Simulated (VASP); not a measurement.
**K2MgGaC6N6: single point with PBE**

The system is K2MgGaC6N6.

```
CELL_PARAMETERS angstrom
0.00000 5.45071 5.45071
5.45071 0.00000 5.45071
5.45071 5.45071 0.00000
ATOMIC_POSITIONS crystal
K 0.25000 0.25000 0.25000
K 0.75000 0.75000 0.75000
Mg 0.50000 0.50000 0.50000
Ga 0.00000 0.00000 0.00000
C 0.80467 0.19533 0.19533
C 0.19533 0.80467 0.19533
C 0.19533 0.19533 0.80467
C 0.19533 0.80467 0.80467
C 0.80467 0.19533 0.80467
C 0.80467 0.80467 0.19533
N 0.69685 0.30315 0.30315
N 0.30315 0.69685 0.30315
N 0.30315 0.30315 0.69685
N 0.30315 0.69685 0.69685
N 0.69685 0.30315 0.69685
N 0.69685 0.69685 0.30315
```

- Program: VASP 6.6.1
- Task: single point
- Functional: PBE
- Potentials or basis: VASP PAW PBE potentials, release 64 (K_sv, Mg, Ga_d, C, N)
- Cutoff: 520 eV
- k mesh: 6 × 6 × 6
- Occupations: gaussian, width 0.1 eV
- Spin: no spin polarisation
- Dipole correction: no
- Further INCAR settings: LREAL = Auto; ALGO = Normal; EDIFF = 1e-06; NBANDS = 58

```json
{
  "Pressure": "0.3 GPa",
  "Largest force": "0.393 eV/Å",
  "Band gap on the k mesh": "zero (an odd number of electrons rules out a gap without spin polarisation)"
}
```

Forces in eV/Å, atoms in the order of the input:
```
K    0.000  0.000  0.000
K    0.000  0.000  0.000
Mg   0.000  0.000  0.000
Ga   0.000  0.000  0.000
C   -0.371  0.000  0.000
C    0.000 -0.371  0.000
C    0.000  0.000 -0.371
C    0.371  0.000  0.000
C    0.000  0.371  0.000
C    0.000  0.000  0.371
N    0.393  0.000  0.000
N    0.000  0.393  0.000
N    0.000  0.000  0.393
N   -0.393  0.000  0.000
N    0.000 -0.393  0.000
N    0.000  0.000 -0.393
```

Levels at points of the mesh, in eV from the Fermi level:
```tsv
k point	band 39	band 40	band 41	band 42	band 43	band 44	band 45	band 46	band 47	band 48
(0.00, 0.00, 0.00)	-5.93	-5.93	-5.93	-4.85	-4.85	-0.48	-0.13	-0.13	-0.13	1.21
(0.50, 0.00, 0.00)	-6.14	-5.86	-5.86	-4.97	-4.97	0.23	0.46	0.46	0.54	0.74
(0.50, 0.50, 0.00)	-6.02	-5.94	-5.84	-5.23	-4.83	-0.09	0.83	0.83	0.98	1.15
```

Wall time 8.2 min on 1 thread of AMD EPYC 9R45 96-Core Processor (Zen 5), on a shared host, peak memory 0.57 GiB.
